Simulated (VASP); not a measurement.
# Hf2H3 (Pm-3m) in VASP: further runs

Runs on Hf2H3. Level: PBE. Tasks: single point.

Program: VASP 6.6.1. These are calculated values, not measurements. Logs are shortened: lines on timing, memory, paths and dates and some standing lists are left out, and cuts for length are marked.

## 1. The cell of the first run

The structure is cubic, space group Pm-3m (No. 221). The conventional cell has a = 3.729 Å, b = 3.729 Å, c = 3.729 Å, α = 90.00°, β = 90.00°, γ = 90.00°. Within 2.5 Å of Hf (site symmetry m-3m) lie 6 H at 1.86 Å. Within 3.5 Å of Hf (site symmetry m-3m) lie 12 H at 2.64 Å and 8 Hf at 3.23 Å. Within 2.5 Å of H (site symmetry 4/mmm) lie 2 Hf at 1.86 Å.

The cell was built from a structure type or drawn by symmetry, and may not be a known phase.

## 2. Single point, PBE

Contents of INCAR:

```
PREC = Accurate
ENCUT = 520
EDIFF = 1E-7
ISMEAR = 0
SIGMA = 0.1
LREAL = F
LASPH = T
NELM = 60
ALGO = Normal
ISIF = 2
LWAVE = F
LCHARG = T
GGA = PE
LELF = T
LVHAR = T
NBANDS = 20
```

Contents of KPOINTS:

```
regular mesh
0
Gamma
  4 4 4
```

Contents of POSCAR:

```
Hf2H3
1.0
    3.7292425998      0.0000000000      0.0000000000
    0.0000000000      3.7292425998      0.0000000000
    0.0000000000      0.0000000000      3.7292425998
Hf H
2 3
Direct
    0.5000000000      0.5000000000      0.5000000000
    0.0000000000      0.0000000000      0.0000000000
    0.0000000000      0.5000000000      0.5000000000
    0.5000000000      0.0000000000      0.5000000000
    0.5000000000      0.5000000000      0.0000000000
```

Potentials or basis: VASP PAW PBE potentials, release 64 (Hf_pv, H).

Run with:

```
> cat potpaw_PBE.64/Hf_pv/POTCAR potpaw_PBE.64/H/POTCAR > POTCAR
> mpirun -np 1 vasp_std > vasp.out
```

OUTCAR:

```text
PREC = Accurate
   ENCUT = 520
   EDIFF = 1E-7
   ISMEAR = 0
   LREAL = F
   LASPH = T
   NELM = 60
   ISIF = 2
   GGA = PE

 ion  position               nearest neighbor table
   1  0.500  0.500  0.500-   3 1.86   4 1.86   5 1.86   5 1.86   4 1.86   3 1.86   2 3.23   2 3.23
                             2 3.23   2 3.23   2 3.23   2 3.23   2 3.23   2 3.23
   2  0.000  0.000  0.000-   1 3.23   1 3.23   1 3.23   1 3.23   1 3.23   1 3.23   1 3.23   1 3.23

   3  0.000  0.500  0.500-   1 1.86   1 1.86
   4  0.500  0.000  0.500-   1 1.86   1 1.86
   5  0.500  0.500  0.000-   1 1.86   1 1.86

  LATTYP: Found a simple cubic cell.
 ALAT       =     3.7292425998

  Lattice vectors:

 A1 = (   3.7292425998,   0.0000000000,   0.0000000000)
 A2 = (   0.0000000000,   3.7292425998,   0.0000000000)
 A3 = (   0.0000000000,   0.0000000000,   3.7292425998)

Analysis of symmetry for initial positions (statically):
=====================================================================
 Subroutine PRICEL returns:
 Original cell was already a primitive cell.

 Routine SETGRP: Setting up the symmetry group for a
 simple cubic supercell.

 Subroutine GETGRP returns: Found 48 space group operations
 (whereof 48 operations were pure point group operations)
 out of a pool of 48 trial point group operations.

The static configuration has the point symmetry O_h .

Analysis of symmetry for dynamics (positions and initial velocities):
=====================================================================
 Subroutine PRICEL returns:
 Original cell was already a primitive cell.

 Routine SETGRP: Setting up the symmetry group for a
 simple cubic supercell.

 Subroutine GETGRP returns: Found 48 space group operations
 (whereof 48 operations were pure point group operations)
 out of a pool of 48 trial point group operations.

The dynamic configuration has the point symmetry O_h .

 Subroutine INISYM returns: Found 48 space group operations
 (whereof 48 operations are pure point group operations),
 and found     1 'primitive' translations

----------------------------------------------------------------------------------------

                                     Primitive cell

  volume of cell :      51.8635

  direct lattice vectors                    reciprocal lattice vectors
     3.729242600  0.000000000  0.000000000     0.268150965  0.000000000  0.000000000
     0.000000000  3.729242600  0.000000000     0.000000000  0.268150965  0.000000000
     0.000000000  0.000000000  3.729242600     0.000000000  0.000000000  0.268150965

  length of vectors
     3.729242600  3.729242600  3.729242600     0.268150965  0.268150965  0.268150965

  position of ions in fractional coordinates (direct lattice)
     0.500000000  0.500000000  0.500000000
     0.000000000  0.000000000  0.000000000
     0.000000000  0.500000000  0.500000000
     0.500000000  0.000000000  0.500000000
     0.500000000  0.500000000  0.000000000

  ion indices of the primitive-cell ions
   primitive index   ion index
                 1           1
                 2           2
                 3           3
                 4           4
                 5           5

----------------------------------------------------------------------------------------

 KPOINTS: regular mesh

Automatic generation of k-mesh.
 Grid dimensions read from file:
 generate k-points for:    4    4    4

 Generating k-lattice:

  Cartesian coordinates                     Fractional coordinates (reciprocal lattice)
     0.067037741  0.000000000  0.000000000     0.250000000  0.000000000  0.000000000
     0.000000000  0.067037741  0.000000000     0.000000000  0.250000000  0.000000000
     0.000000000  0.000000000  0.067037741     0.000000000  0.000000000  0.250000000

  Length of vectors
     0.067037741  0.067037741  0.067037741

  Shift w.r.t. Gamma in fractional coordinates (k-lattice)
     0.000000000  0.000000000  0.000000000

 Subroutine IBZKPT returns following result:
 ===========================================

 Found     10 irreducible k-points:

 Following reciprocal coordinates:
            Coordinates               Weight
  0.000000  0.000000  0.000000      1.000000
  0.250000  0.000000  0.000000      6.000000
  0.500000  0.000000  0.000000      3.000000
  0.250000  0.250000  0.000000     12.000000
  0.500000  0.250000  0.000000     12.000000
  0.500000  0.500000  0.000000      3.000000
  0.250000  0.250000  0.250000      8.000000
  0.500000  0.250000  0.250000     12.000000
  0.500000  0.500000  0.250000      6.000000
  0.500000  0.500000  0.500000      1.000000
   k-points           NKPTS =     10   k-points in BZ     NKDIM =     10   number of bands    NBANDS=     20
   number of dos      NEDOS =    301   number of ions     NIONS =      5
   total plane-waves  NPLWV =  21952
   dimension x,y,z NGX =    28 NGY =   28 NGZ =   28
   dimension x,y,z NGXF=    56 NGYF=   56 NGZF=   56
   ions per type =               2   3
   NGX,Y,Z   is equivalent  to a cutoff of  12.48, 12.48, 12.48 a.u.
   NGXF,Y,Z  is equivalent  to a cutoff of  24.96, 24.96, 24.96 a.u.
 SYSTEM =  unknown system
   PREC   = accura    normal or accurate (medium, high low for compatibility)
   ISTART =      0    job   : 0-new  1-cont  2-samecut
   ICHARG =      2    charge: 1-file 2-atom 10-const
   ISPIN  =      1    spin polarized calculation?
   LNONCOLLINEAR =      F non collinear calculations
   LSORBIT =      F    spin-orbit coupling
   LASPH  =      T    aspherical Exc in radial PAW
   ENCUT  =  520.0 eV  38.22 Ry    6.18 a.u.   6.93  6.93  6.93*2*pi/ulx,y,z
   NELM   =     60;   NELMIN=  2; NELMDL= -5     # of ELM steps
   EDIFF  = 0.1E-06   stopping-criterion for ELM
   LREAL  =      F    real-space projection
   EDIFFG = 0.1E-05   stopping-criterion for IOM
   NSW    =      0    number of steps for IOM
   IBRION =     -1    ionic relax: 0-MD 1-quasi-New 2-CG
   NFREE  =      0    steps in history (QN), initial steepest desc. (CG)
   ISIF   =      2    stress and relaxation
   ISYM   =      2    0-nonsym 1-usesym 2-fastsym
   POTIM  = 0.5000    time-step for ionic-motion
   TEBEG  =    0.0;   TEEND  =   0.0 temperature during run
   PSTRESS=    0.0 pullay stress
   NELECT =      23.0000    total number of electrons
   NUPDOWN=      -1.0000    fix difference up-down
   EMIN   =  10.00;   EMAX   =-10.00  energy-range for DOS
   EFERMI =   0.00;   METHOD = LEGACY
   ISMEAR =     0;   SIGMA  =   0.10  broadening in eV -4-tet -1-fermi 0-gaus
   EFERMI_NEDOS =   21; number of points for ismear=-14 and -15
   IALGO  =     38    algorithm
   IMIX   =      4    mixing-type and parameters
     AMIX     =   0.40;   BMIX     =  1.00
     AMIX_MAG =   1.60;   BMIX_MAG =  1.00
  volume/ion in A,a.u.               =      10.37        70.00
  Fermi-wavevector in a.u.,A,eV,Ry     =   1.248428  2.359187 21.205663  1.558572
  Thomas-Fermi vector in A             =   2.382515
   LORBIT       =      0    0 simple, 1 ext, 2 COOP (PROOUT), +10 PAW based schemes
   GGA     = PE    functional components
   LHFCALC =     F    Hartree Fock is set to
   AEXX    =    0.0000 exact exchange contribution
   IVDW    =     0    specifies the selected vdW correction
   LEPSILON=     F    determine dielectric tensor
   LRPA    =     F    only Hartree local field effects (RPA)
 non-spin polarized calculation
 Gauss-broadening in eV      SIGMA  =   0.10
  energy-cutoff  :      520.00
  volume of cell :       51.86
 maximum number of plane-waves:      1420
 NGX is ok and might be reduce to    28
   NGX = 13   NGY = 13   NGZ = 13

 number of electron      22.9999992 magnetization

 Free energy of the ion-electron system (eV)
  ---------------------------------------------------
  ext. energy  EPLUGINS =         0.00000000
  ---------------------------------------------------
  free energy    TOTEN  =       -30.27471996 eV

  energy without entropy =      -30.25954612  energy(sigma->0) =      -30.26713304

 E-fermi :   5.0961     XC(G=0): -11.2802

 val. band max:        4.5820034615   @ k =   0.2500   0.2500   0.0000
 cond. band min:       5.1063449615   @ k =   0.2500   0.0000   0.0000
 fundamental gap:      0.5243415000
 Fermi energy:         5.0961427399

 k-point     1 :       0.0000    0.0000    0.0000
  band No.  band energies     occupation
      1     -26.4941      2.00000
      2     -26.4941      2.00000
      3     -26.4941      2.00000
      4     -25.2229      2.00000
      5     -25.2229      2.00000
      6     -25.2229      2.00000
[... 12 lines left out ...]
     19      10.2087      0.00000
     20      10.2087      0.00000

 k-point     2 :       0.2500    0.0000    0.0000
  band No.  band energies     occupation
      1     -26.5240      2.00000
      2     -26.4782      2.00000
      3     -26.4782      2.00000
      4     -25.3227      2.00000
      5     -25.2340      2.00000
      6     -25.2340      2.00000
[... 12 lines left out ...]
     19      11.9136      0.00000
     20      13.8610      0.00000

 k-point     3 :       0.5000    0.0000    0.0000
  band No.  band energies     occupation
      1     -26.5528      2.00000
      2     -26.4619      2.00000
      3     -26.4619      2.00000
      4     -25.4212      2.00000
      5     -25.2454      2.00000
      6     -25.2454      2.00000
[... 12 lines left out ...]
     19       8.5738      0.00000
     20      13.9065      0.00000

 k-point     4 :       0.2500    0.2500    0.0000
  band No.  band energies     occupation
      1     -26.5452      2.00000
      2     -26.5092      2.00000
      3     -26.4682      2.00000
      4     -25.3324      2.00000
      5     -25.2847      2.00000
      6     -25.2372      2.00000
[... 107 lines left out ...]
 k-point     9 :       0.5000    0.5000    0.2500
  band No.  band energies     occupation
      1     -26.5670      2.00000
      2     -26.5670      2.00000
      3     -26.4940      2.00000
      4     -25.3700      2.00000
      5     -25.3700      2.00000
      6     -25.3188      2.00000
[... 12 lines left out ...]
     19       9.9672      0.00000
     20      10.6908      0.00000

 k-point    10 :       0.5000    0.5000    0.5000
  band No.  band energies     occupation
      1     -26.5334      2.00000
      2     -26.5334      2.00000
      3     -26.5334      2.00000
      4     -25.4001      2.00000
      5     -25.4001      2.00000
      6     -25.4001      2.00000
[... 12 lines left out ...]
     19       9.1476      0.00000
     20       9.1476      0.00000

------------------------ aborting loop because EDIFF is reached ----------------------------------------

  FORCE on cell =-STRESS in cart. coord.  units (eV):
  Direction    XX          YY          ZZ          XY          YZ          ZX
  --------------------------------------------------------------------------------------
  -------------------------------------------------------------------------------------
  Total       -0.1468504     -0.1468504     -0.1468504      0.0000000      0.0000000     -0.0000000
  in kB       -4.5365299     -4.5365299     -4.5365299      0.0000000      0.0000000     -0.0000000
  external PRESSURE =      -4.5365299 kB  Pullay stress =       0.0000000 kB

 VOLUME and BASIS-vectors are now :
 -----------------------------------------------------------------------------
  energy-cutoff  :      520.00
  volume of cell :       51.86
      direct lattice vectors                 reciprocal lattice vectors
     3.729242600  0.000000000  0.000000000     0.268150965  0.000000000  0.000000000
     0.000000000  3.729242600  0.000000000     0.000000000  0.268150965  0.000000000
     0.000000000  0.000000000  3.729242600     0.000000000  0.000000000  0.268150965

 POSITION                                       TOTAL-FORCE (eV/Angst)
 -----------------------------------------------------------------------------------
      1.86462      1.86462      1.86462         0.000000      0.000000      0.000000
      0.00000      0.00000      0.00000         0.000000      0.000000      0.000000
      0.00000      1.86462      1.86462         0.000000      0.000000      0.000000
      1.86462      0.00000      1.86462         0.000000      0.000000      0.000000
      1.86462      1.86462      0.00000         0.000000      0.000000      0.000000
 -----------------------------------------------------------------------------------
    total drift:                                0.000000      0.000000      0.000000

  FREE ENERGIE OF THE ION-ELECTRON SYSTEM (eV)
  ---------------------------------------------------
  free  energy   TOTEN  =       -30.2747199596 eV

  energy  without entropy=      -30.2595461159  energy(sigma->0) =      -30.26713304
```

Wall time 26 s (1 thread of Intel Xeon 8259CL, shared host); peak memory 0.15 GiB.

Results:

- Free energy: -30.2747 eV
- Pressure: -0.5 GPa
- Band gap on the k mesh: zero (an odd number of electrons rules out a gap without spin polarisation)

Caveat: the k points lie up to 0.42 Å⁻¹ apart, too coarse for converged energies and pressures of a metal; spin-orbit coupling is left out, which moves the levels of the heavy elements.

## 3. Single point, PBE

This run uses another cell than the first one, of 12.87 Å³/atom.

Contents of INCAR:

```
SYSTEM = Hf2H3
ALGO = Normal
EDIFF = 1E-6
ENCUT = 520
GGA = PE
ISIF = 2
ISMEAR = 0
LASPH = .True.
LCHARG = .False.
LREAL = .False.
LWAVE = .False.
NBANDS = 20
NELM = 100
PREC = Accurate
SIGMA = 0.1
```

Contents of KPOINTS:

```
k-points
0
Gamma
  4 4 4
  0 0 0
```

POSCAR: that of step 2 with these lines changed.

```diff
@@ -2,5 +2,5 @@
 1.0
-    3.7292425998      0.0000000000      0.0000000000
-    0.0000000000      3.7292425998      0.0000000000
-    0.0000000000      0.0000000000      3.7292425998
+    4.0075352900      0.0000000000      0.0000000000
+    0.0000000000      4.0075352900      0.0000000000
+    0.0000000000      0.0000000000      4.0075352900
 Hf H
```

Potentials or basis: VASP PAW PBE potentials, release 64 (Hf_pv, H).

Run with:

```
> cat potpaw_PBE.64/Hf_pv/POTCAR potpaw_PBE.64/H/POTCAR > POTCAR
> mpirun -np 1 vasp_std > vasp.out
```

Run time: 29 s. Hardware: 1 thread of Intel Xeon 8259CL, shared host; peak memory 0.17 GiB.

It converged, with:

```
Free energy            : -29.4505 eV
Pressure               : -17.6 GPa
Band gap on the k mesh : zero (an odd number of electrons rules out a gap without spin polarisation)
```

Levels at points of the mesh, in eV from the Fermi level:
```csv
k point,band 10,band 11,band 12,band 13,band 14,band 15
"(0.00, 0.00, 0.00)",0.58,0.58,0.58,1.02,1.02,3.60
"(0.50, 0.00, 0.00)",-0.59,0.34,0.34,0.72,0.72,1.53
"(0.50, 0.50, 0.00)",-3.47,-0.88,-0.88,0.89,1.99,2.57
"(0.50, 0.50, 0.50)",-1.42,-1.42,-1.42,1.59,2.01,2.65
```

Caveat: the k points lie up to 0.39 Å⁻¹ apart, too coarse for converged energies and pressures of a metal; spin-orbit coupling is left out, which moves the levels of the heavy elements.

(Continued in part 2 of 2.)
